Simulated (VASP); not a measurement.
# Ba (Im-3m) in VASP: a series of runs

Runs on Ba. Level: LDA. Tasks: single point.

Everything below comes from runs of VASP 6.6.1. Logs are shortened: lines on timing, memory, paths and dates and some standing lists are left out, and cuts for length are marked.

### Step 1. The cell of the first run

Symmetry: Im-3m, No. 229, cubic system. Conventional cell: a = 4.604 Å, b = 4.604 Å, c = 4.604 Å, α = 90.00°, β = 90.00°, γ = 90.00°. Ba (site symmetry m-3m) has 14 Ba at 3.99 to 4.60 Å within 5.2 Å.

### Step 2. Single point, LDA (48.81 Å³/atom)

INCAR reads:

```
SYSTEM = Ba
ALGO = Fast
EDIFF = 1E-6
ENCUT = 520
ISIF = 2
ISMEAR = 0
LASPH = .TRUE.
LCHARG = .FALSE.
LREAL = .FALSE.
LWAVE = .FALSE.
NBANDS = 11
NELM = 100
PREC = Accurate
SIGMA = 0.1
```

KPOINTS reads:

```
k-points
0
G
  12 12 12
  0 0 0
```

POSCAR reads:

```
Ba
1.0
   -2.3021772057      2.3021772057      2.3021772057
    2.3021772057     -2.3021772057      2.3021772057
    2.3021772057      2.3021772057     -2.3021772057
Ba
1
Direct
    0.0000000000      0.0000000000      0.0000000000
```

Potentials or basis: VASP PAW LDA potentials, release 64 (Ba_sv).

Command:

```console
$ cat potpaw_LDA.64/Ba_sv/POTCAR > POTCAR
$ mpirun -np 1 vasp_std > vasp.out
```

OUTCAR:

```text
SYSTEM = Ba
   EDIFF = 1E-6
   ENCUT = 520
   ISIF = 2
   ISMEAR = 0
   LASPH = .TRUE.
   LREAL = .FALSE.
   NELM = 100
   PREC = Accurate

 ion  position               nearest neighbor table
   1  0.000  0.000  0.000-

  LATTYP: Found a body centered cubic cell.
 ALAT       =     4.6043544114

  Lattice vectors:

 A1 = (  -2.3021772057,   2.3021772057,   2.3021772057)
 A2 = (   2.3021772057,  -2.3021772057,   2.3021772057)
 A3 = (   2.3021772057,   2.3021772057,  -2.3021772057)

Analysis of symmetry for initial positions (statically):
=====================================================================
 Subroutine PRICEL returns:
 Original cell was already a primitive cell.

 Routine SETGRP: Setting up the symmetry group for a
 body centered cubic supercell.

 Subroutine GETGRP returns: Found 48 space group operations
 (whereof 48 operations were pure point group operations)
 out of a pool of 48 trial point group operations.

The static configuration has the point symmetry O_h .

Analysis of symmetry for dynamics (positions and initial velocities):
=====================================================================
 Subroutine PRICEL returns:
 Original cell was already a primitive cell.

 Routine SETGRP: Setting up the symmetry group for a
 body centered cubic supercell.

 Subroutine GETGRP returns: Found 48 space group operations
 (whereof 48 operations were pure point group operations)
 out of a pool of 48 trial point group operations.

The dynamic configuration has the point symmetry O_h .

 Subroutine INISYM returns: Found 48 space group operations
 (whereof 48 operations are pure point group operations),
 and found     1 'primitive' translations

----------------------------------------------------------------------------------------

                                     Primitive cell

  volume of cell :      48.8063

  direct lattice vectors                    reciprocal lattice vectors
    -2.302177206  2.302177206  2.302177206     0.000000000  0.217185714  0.217185714
     2.302177206 -2.302177206  2.302177206     0.217185714  0.000000000  0.217185714
     2.302177206  2.302177206 -2.302177206     0.217185714  0.217185714  0.000000000

  length of vectors
     3.987487888  3.987487888  3.987487888     0.307146982  0.307146982  0.307146982

  position of ions in fractional coordinates (direct lattice)
     0.000000000  0.000000000  0.000000000

  ion indices of the primitive-cell ions
   primitive index   ion index
[... 68 lines left out ...]
   LNONCOLLINEAR =      F non collinear calculations
   LSORBIT =      F    spin-orbit coupling
   LASPH  =      T    aspherical Exc in radial PAW
   ENCUT  =  520.0 eV  38.22 Ry    6.18 a.u.   7.41  7.41  7.41*2*pi/ulx,y,z
   NELM   =    100;   NELMIN=  2; NELMDL= -5     # of ELM steps
   EDIFF  = 0.1E-05   stopping-criterion for ELM
   LREAL  =      F    real-space projection
[... 7 lines left out ...]
   TEBEG  =    0.0;   TEEND  =   0.0 temperature during run
   PSTRESS=    0.0 pullay stress
   NELECT =      10.0000    total number of electrons
   NUPDOWN=      -1.0000    fix difference up-down
   EMIN   =  10.00;   EMAX   =-10.00  energy-range for DOS
   EFERMI =   0.00;   METHOD = LEGACY
   ISMEAR =     0;   SIGMA  =   0.10  broadening in eV -4-tet -1-fermi 0-gaus
   EFERMI_NEDOS =   21; number of points for ismear=-14 and -15
   IALGO  =     68    algorithm
   IMIX   =      4    mixing-type and parameters
     AMIX     =   0.40;   BMIX     =  1.00
     AMIX_MAG =   1.60;   BMIX_MAG =  1.00
  volume/ion in A,a.u.               =      48.81       329.36
  Fermi-wavevector in a.u.,A,eV,Ry     =   0.965123  1.823818 12.673320  0.931463
  Thomas-Fermi vector in A             =   2.094813
   LORBIT       =      0    0 simple, 1 ext, 2 COOP (PROOUT), +10 PAW based schemes
   GGA     = CA    functional components
   LHFCALC =     F    Hartree Fock is set to
   AEXX    =    0.0000 exact exchange contribution
   IVDW    =     0    specifies the selected vdW correction
   LEPSILON=     F    determine dielectric tensor
   LRPA    =     F    only Hartree local field effects (RPA)
 non-spin polarized calculation
 RMM-DIIS sequential band-by-band and
 Gauss-broadening in eV      SIGMA  =   0.10
  energy-cutoff  :      520.00
  volume of cell :       48.81
 maximum number of plane-waves:      1333
 NGX is ok and might be reduce to    30
   NGX = 15   NGY = 15   NGZ = 15

 number of electron      10.0000000 magnetization

 Free energy of the ion-electron system (eV)
  ---------------------------------------------------
  ext. energy  EPLUGINS =         0.00000000
  ---------------------------------------------------
  free energy    TOTEN  =        -2.23353345 eV

  energy without entropy =       -2.22864460  energy(sigma->0) =       -2.23108903

 E-fermi :   2.3642     XC(G=0):  -8.4924

 val. band max:        2.3489185293   @ k =  -0.4167  -0.4167   0.1667
 cond. band min:       2.3749152493   @ k =   0.2500   0.2500   0.0833
 fundamental gap:      0.0259967200
 Fermi energy:         2.3641921280

 k-point     1 :       0.0000    0.0000    0.0000
  band No.  band energies     occupation
      1     -26.1043      2.00000
      2     -10.8256      2.00000
      3     -10.8256      2.00000
      4     -10.8256      2.00000
      5      -0.4384      2.00000
      6       4.3938      0.00000
      7       4.3938      0.00000
      8       4.3938      0.00000
      9       6.2460      0.00000
     10       6.2460      0.00000
     11      10.0839      0.00000
[... 309 lines left out ...]
 k-point    24 :       0.4167    0.0833    0.0833
  band No.  band energies     occupation
      1     -25.9724      2.00000
      2     -11.7794      2.00000
      3     -11.1961      2.00000
      4     -10.9102      2.00000
      5       1.6363      2.00000
      6       2.8826      0.00000
      7       4.3553      0.00000
      8       6.4778      0.00000
      9       7.0735      0.00000
     10       9.3741      0.00000
     11       9.4288      0.00000

 [... further k-points ...]
[... 5 lines left out ...]
  --------------------------------------------------------------------------------------
  -------------------------------------------------------------------------------------
  Total        0.3890041      0.3890041      0.3890041      0.0000000      0.0000000     -0.0000000
  in kB       12.7699291     12.7699291     12.7699291      0.0000000      0.0000000     -0.0000000
  external PRESSURE =      12.7699291 kB  Pullay stress =       0.0000000 kB

 VOLUME and BASIS-vectors are now :
 -----------------------------------------------------------------------------
  energy-cutoff  :      520.00
  volume of cell :       48.81
      direct lattice vectors                 reciprocal lattice vectors
    -2.302177206  2.302177206  2.302177206     0.000000000  0.217185714  0.217185714
     2.302177206 -2.302177206  2.302177206     0.217185714  0.000000000  0.217185714
     2.302177206  2.302177206 -2.302177206     0.217185714  0.217185714  0.000000000

 POSITION                                       TOTAL-FORCE (eV/Angst)
 -----------------------------------------------------------------------------------
      0.00000      0.00000      0.00000        -0.000000      0.000000      0.000000
 -----------------------------------------------------------------------------------
    total drift:                               -0.000000      0.000000      0.000000

  FREE ENERGIE OF THE ION-ELECTRON SYSTEM (eV)
  ---------------------------------------------------
  free  energy   TOTEN  =        -2.2335334506 eV

  energy  without entropy=       -2.2286446002  energy(sigma->0) =       -2.23108903
```

Run time: 64 s. Hardware: 1 thread of Intel Xeon 8259CL, shared host; peak memory 0.17 GiB.

What came out:

* Free energy: -2.2335 eV
* Pressure: 1.3 GPa
* Band gap on the k mesh: zero (bands 5 and 6 overlap by 1.78 eV)

Levels at points of the mesh, in eV from the Fermi level:
| k point | band 1 | band 2 | band 3 | band 4 | band 5 | band 6 | band 7 | band 8 | band 9 | band 10 |
| --- | --- | --- | --- | --- | --- | --- | --- | --- | --- | --- |
| (0.00, 0.00, 0.00) | -28.47 | -13.19 | -13.19 | -13.19 | -2.80 | 2.03 | 2.03 | 2.03 | 3.88 | 3.88 |
| (0.50, 0.00, 0.00) | -28.34 | -14.21 | -13.51 | -13.20 | -1.11 | 0.56 | 2.31 | 3.95 | 4.67 | 6.48 |
| (0.50, 0.50, 0.50) | -28.25 | -13.88 | -13.88 | -13.88 | -0.97 | -0.97 | 5.79 | 5.79 | 5.79 | 5.98 |

Caveat: spin-orbit coupling is left out, which moves the levels of the heavy elements.

### Step 3. Single point, LDA (50.42 Å³/atom)

This run uses another cell than the first one, of 50.42 Å³/atom.

INCAR reads:

```
SYSTEM = Ba
ALGO = Normal
EDIFF = 1E-7
ENCUT = 520
GGA = CA
ISIF = 2
ISMEAR = 0
LASPH = .True.
LCHARG = .True.
LELF = .True.
LREAL = .False.
LVHAR = .True.
LWAVE = .False.
NBANDS = 11
NELM = 80
PREC = Accurate
SIGMA = 0.1
```

KPOINTS reads:

```
k-points
0
Gamma
  12 12 12
  0 0 0
```

POSCAR reads:

```
Ba
1.0
   -2.3272028316      2.3272028316      2.3272028316
    2.3272028316     -2.3272028316      2.3272028316
    2.3272028316      2.3272028316     -2.3272028316
Ba
1
Direct
    0.0000000000      0.0000000000      0.0000000000
```

Potentials or basis: VASP PAW LDA potentials, release 64 (Ba_sv).

Command:

```console
$ cat potpaw_LDA.64/Ba_sv/POTCAR > POTCAR
$ mpirun -np 1 vasp_std > vasp.out
```

OUTCAR:

```text
SYSTEM = Ba
   EDIFF = 1E-7
   ENCUT = 520
   GGA = CA
   ISIF = 2
   ISMEAR = 0
   LASPH = .True.
   LREAL = .False.
   NELM = 80
   PREC = Accurate

 ion  position               nearest neighbor table
   1  0.000  0.000  0.000-

  LATTYP: Found a body centered cubic cell.
 ALAT       =     4.6544056632

  Lattice vectors:

 A1 = (  -2.3272028316,   2.3272028316,   2.3272028316)
 A2 = (   2.3272028316,  -2.3272028316,   2.3272028316)
 A3 = (   2.3272028316,   2.3272028316,  -2.3272028316)

Analysis of symmetry for initial positions (statically):
=====================================================================
 Subroutine PRICEL returns:
 Original cell was already a primitive cell.

 Routine SETGRP: Setting up the symmetry group for a
 body centered cubic supercell.

 Subroutine GETGRP returns: Found 48 space group operations
 (whereof 48 operations were pure point group operations)
 out of a pool of 48 trial point group operations.

The static configuration has the point symmetry O_h .

Analysis of symmetry for dynamics (positions and initial velocities):
=====================================================================
 Subroutine PRICEL returns:
 Original cell was already a primitive cell.

 Routine SETGRP: Setting up the symmetry group for a
 body centered cubic supercell.

 Subroutine GETGRP returns: Found 48 space group operations
 (whereof 48 operations were pure point group operations)
 out of a pool of 48 trial point group operations.

The dynamic configuration has the point symmetry O_h .

 Subroutine INISYM returns: Found 48 space group operations
 (whereof 48 operations are pure point group operations),
 and found     1 'primitive' translations

----------------------------------------------------------------------------------------

[... 109 lines left out ...]
     AMIX     =   0.40;   BMIX     =  1.00
     AMIX_MAG =   1.60;   BMIX_MAG =  1.00
  volume/ion in A,a.u.               =      50.42       340.22
  Fermi-wavevector in a.u.,A,eV,Ry     =   0.954745  1.804206 12.402220  0.911537
  Thomas-Fermi vector in A             =   2.083519
   LORBIT       =      0    0 simple, 1 ext, 2 COOP (PROOUT), +10 PAW based schemes
   GGA     = CA    functional components
   LHFCALC =     F    Hartree Fock is set to
   AEXX    =    0.0000 exact exchange contribution
   IVDW    =     0    specifies the selected vdW correction
   LEPSILON=     F    determine dielectric tensor
   LRPA    =     F    only Hartree local field effects (RPA)
 non-spin polarized calculation
 Gauss-broadening in eV      SIGMA  =   0.10
  energy-cutoff  :      520.00
  volume of cell :       50.42
 maximum number of plane-waves:      1409
 NGX is ok and might be reduce to    30
   NGX = 15   NGY = 15   NGZ = 15

 number of electron      10.0000000 magnetization

 number of electron       9.9999998 magnetization

 Free energy of the ion-electron system (eV)
  ---------------------------------------------------
  ext. energy  EPLUGINS =         0.00000000
  ---------------------------------------------------
  free energy    TOTEN  =        -2.24408582 eV

  energy without entropy =       -2.23899092  energy(sigma->0) =       -2.24153837

 E-fermi :   2.2301     XC(G=0):  -8.3757

 val. band max:        2.2269556354   @ k =  -0.4167  -0.4167   0.1667
 cond. band min:       2.2337026822   @ k =   0.2500   0.2500   0.0833
 fundamental gap:      0.0067470468
 Fermi energy:         2.2300636166

 k-point     1 :       0.0000    0.0000    0.0000
  band No.  band energies     occupation
      1     -26.2694      2.00000
      2     -11.0338      2.00000
      3     -11.0338      2.00000
      4     -11.0338      2.00000
      5      -0.5755      2.00000
      6       4.2286      0.00000
      7       4.2286      0.00000
      8       4.2286      0.00000
      9       6.0260      0.00000
     10       6.0260      0.00000
     11       9.8573      0.00000
[... 309 lines left out ...]
 k-point    24 :       0.4167    0.0833    0.0833
  band No.  band energies     occupation
      1     -26.1536      2.00000
      2     -11.9026      2.00000
      3     -11.3716      2.00000
      4     -11.1095      2.00000
      5       1.5175      2.00000
      6       2.7599      0.00000
      7       4.0918      0.00000
      8       6.2319      0.00000
      9       6.8129      0.00000
     10       9.0701      0.00000
     11       9.1229      0.00000

 [... further k-points ...]
[... 5 lines left out ...]
  --------------------------------------------------------------------------------------
  -------------------------------------------------------------------------------------
  Total        0.2635221      0.2635221      0.2635221      0.0000000      0.0000000      0.0000000
  in kB        8.3746176      8.3746176      8.3746176      0.0000000      0.0000000      0.0000000
  external PRESSURE =       8.3746176 kB  Pullay stress =       0.0000000 kB

 VOLUME and BASIS-vectors are now :
 -----------------------------------------------------------------------------
  energy-cutoff  :      520.00
  volume of cell :       50.42
      direct lattice vectors                 reciprocal lattice vectors
    -2.327202832  2.327202832  2.327202832     0.000000000  0.214850203  0.214850203
     2.327202832 -2.327202832  2.327202832     0.214850203  0.000000000  0.214850203
     2.327202832  2.327202832 -2.327202832     0.214850203  0.214850203  0.000000000

 POSITION                                       TOTAL-FORCE (eV/Angst)
 -----------------------------------------------------------------------------------
      0.00000      0.00000      0.00000        -0.000000     -0.000000      0.000000
 -----------------------------------------------------------------------------------
    total drift:                               -0.000000     -0.000000      0.000000

  FREE ENERGIE OF THE ION-ELECTRON SYSTEM (eV)
  ---------------------------------------------------
  free  energy   TOTEN  =        -2.2440858157 eV

  energy  without entropy=       -2.2389909179  energy(sigma->0) =       -2.24153837
```

OSZICAR:

```text
N       E                     dE             d eps       ncg     rms          rms(c)
DAV:   1     0.512941446810E+02    0.51294E+02   -0.44233E+03  1584   0.774E+02
DAV:   2     0.288567959299E-01   -0.51265E+02   -0.49708E+02  1940   0.140E+02
DAV:   3    -0.220382498841E+01   -0.22327E+01   -0.22120E+01  2037   0.291E+01
DAV:   4    -0.225840144450E+01   -0.54576E-01   -0.54518E-01  2058   0.421E+00
DAV:   5    -0.225979811283E+01   -0.13967E-02   -0.13966E-02  2068   0.524E-01    0.228E+00
DAV:   6    -0.224945324775E+01    0.10345E-01   -0.81398E-03  2331   0.708E-01    0.132E+00
DAV:   7    -0.224406151882E+01    0.53917E-02   -0.11191E-02  2325   0.838E-01    0.781E-02
DAV:   8    -0.224408414300E+01   -0.22624E-04   -0.17917E-04  1890   0.820E-02    0.120E-02
DAV:   9    -0.224408645575E+01   -0.23128E-05   -0.55217E-06  2148   0.141E-02    0.362E-03
DAV:  10    -0.224408580510E+01    0.65065E-06   -0.99123E-07  1890   0.589E-03    0.119E-03
DAV:  11    -0.224408581567E+01   -0.10572E-07   -0.66645E-09  1148   0.589E-04
   1 F= -.22440858E+01 E0= -.22415384E+01  d E =-.509490E-02
```

stdout:

```text
POSCAR found type information on POSCAR Ba
 POSCAR found :  1 types and       1 ions
 scaLAPACK will be used
 LDA part: xc-table for (Slater(with rela. corr.)+CA(PZ))
 , standard interpolation
 POSCAR, INCAR and KPOINTS ok, starting setup
 FFT: planning ... GRIDC
 FFT: planning ... GRID_SOFT
 FFT: planning ... GRID
 WAVECAR not read
 entering main loop
```

Wall time 49 s (1 thread of Intel Xeon 8259CL, shared host); peak memory 0.17 GiB.

Results:

* Free energy: -2.2441 eV
* Pressure: 0.8 GPa
* Band gap on the k mesh: zero (bands 5 and 6 overlap by 1.67 eV)

Caveat: spin-orbit coupling is left out, which moves the levels of the heavy elements.

### Step 4. Single point, LDA (52.02 Å³/atom)

This run uses another cell than the first one, of 52.02 Å³/atom.

INCAR reads:

```
SYSTEM = Ba
ALGO     = Normal         ! electronic algorithm
EDIFF    = 1E-7           ! SCF threshold, eV
ENCUT    = 520            ! plane-wave cutoff, eV
ISIF     = 2              ! what is computed and relaxed
ISMEAR   = 0              ! smearing method
LASPH    = .TRUE.         ! aspherical terms in the spheres
LCHARG   = .FALSE.        ! write CHGCAR
LREAL    = .FALSE.        ! projectors in reciprocal space
LWAVE    = .FALSE.        ! write WAVECAR
NBANDS   = 11             ! bands
NELM     = 80             ! most SCF steps
PREC     = Accurate       ! precision mode
SIGMA    = 0.1            ! smearing width, eV
```

KPOINTS reads:

```
k-points
0
G
  12 12 12
  0 0 0
```

POSCAR reads:

```
Ba
1.0
   -2.3517015039      2.3517015039      2.3517015039
    2.3517015039     -2.3517015039      2.3517015039
    2.3517015039      2.3517015039     -2.3517015039
Ba
1
Direct
    0.0000000000      0.0000000000      0.0000000000
```

Command:

```console
$ cat potpaw_LDA.64/Ba_sv/POTCAR > POTCAR
$ mpirun -np 1 vasp_std > vasp.out
```

Wall time 52 s (1 thread of Intel Xeon 8259CL, shared host); peak memory 0.17 GiB.

It converged, with:

| Item | Value |
| --- | --- |
| Free energy | -2.2505 eV |
| Pressure | 0.4 GPa |
| Band gap on the k mesh | zero (bands 5 and 6 overlap by 1.57 eV) |

Levels at points of the mesh, in eV from the Fermi level:
```
           k point  band 3  band 4  band 5  band 6  band 7  band 8
(0.00, 0.00, 0.00)  -13.34  -13.34   -2.81    1.97    1.97    1.97
(0.50, 0.00, 0.00)  -13.60  -13.35   -1.05    0.59    2.02    3.74
(0.50, 0.50, 0.50)  -13.91  -13.91   -0.84   -0.84    5.40    5.40
```

Caveat: spin-orbit coupling is left out, which moves the levels of the heavy elements.

### Step 5. Single point, LDA

This run uses another cell than the first one, of 53.63 Å³/atom.

INCAR reads:

```
PREC = Accurate ; ENCUT = 520
EDIFF = 1E-7 ; ISMEAR = 0
SIGMA = 0.1 ; LREAL = False
LASPH = True ; NELM = 80
ALGO = Normal ; ISIF = 2
LWAVE = False ; LCHARG = False
NBANDS = 11
```

KPOINTS reads:

```
regular mesh
0
Gamma
  12 12 12
```

POSCAR reads:

```
Ba
1.0
   -2.3757001155      2.3757001155      2.3757001155
    2.3757001155     -2.3757001155      2.3757001155
    2.3757001155      2.3757001155     -2.3757001155
Ba
1
Direct
    0.0000000000      0.0000000000      0.0000000000
```

Command:

```console
$ cat potpaw_LDA.64/Ba_sv/POTCAR > POTCAR
$ mpirun -np 1 vasp_std > vasp.out
```

It took 40 s on 1 thread of Intel Xeon 8259CL, shared host; peak memory 0.18 GiB.

The run converged. Its results:

```yaml
Free_energy: -2.2532 eV
Pressure: 0.1 GPa
Band_gap_on_the_k_mesh: zero (bands 5 and 6 overlap by 1.48 eV)
```

Levels at points of the mesh, in eV from the Fermi level:
```tsv
k point	band 1	band 2	band 3	band 4	band 5	band 6	band 7	band 8	band 9	band 10
(0.00, 0.00, 0.00)	-28.57	-13.41	-13.41	-13.41	-2.81	1.93	1.93	1.93	3.63	3.63
(0.50, 0.00, 0.00)	-28.49	-14.18	-13.65	-13.42	-1.03	0.60	1.89	3.64	4.31	6.11
(0.50, 0.50, 0.50)	-28.42	-13.94	-13.94	-13.94	-0.78	-0.78	5.22	5.22	5.22	5.48
```

Caveat: spin-orbit coupling is left out, which moves the levels of the heavy elements.

### Step 6. Summary

```tsv
cell	gap on the mesh (eV)	pressure (GPa)
a = 3.987 Å, angles 109.5°, 1 atom	none	1.3
a = 4.031 Å, angles 109.5°, 1 atom	none	0.8
a = 4.073 Å, angles 109.5°, 1 atom	none	0.4
a = 4.115 Å, angles 109.5°, 1 atom	none	0.1
```

Alike in all rows: task single point; level LDA; potentials or basis VASP PAW LDA potentials, release 64 (Ba_sv); no spin polarisation; k mesh 12 × 12 × 12; cutoff (eV) 520; smearing gaussian 0.1 eV.

Caveats: spin-orbit coupling is left out, which moves the levels of the heavy elements.

Absolute energies hang on the potentials; compare differences alone.
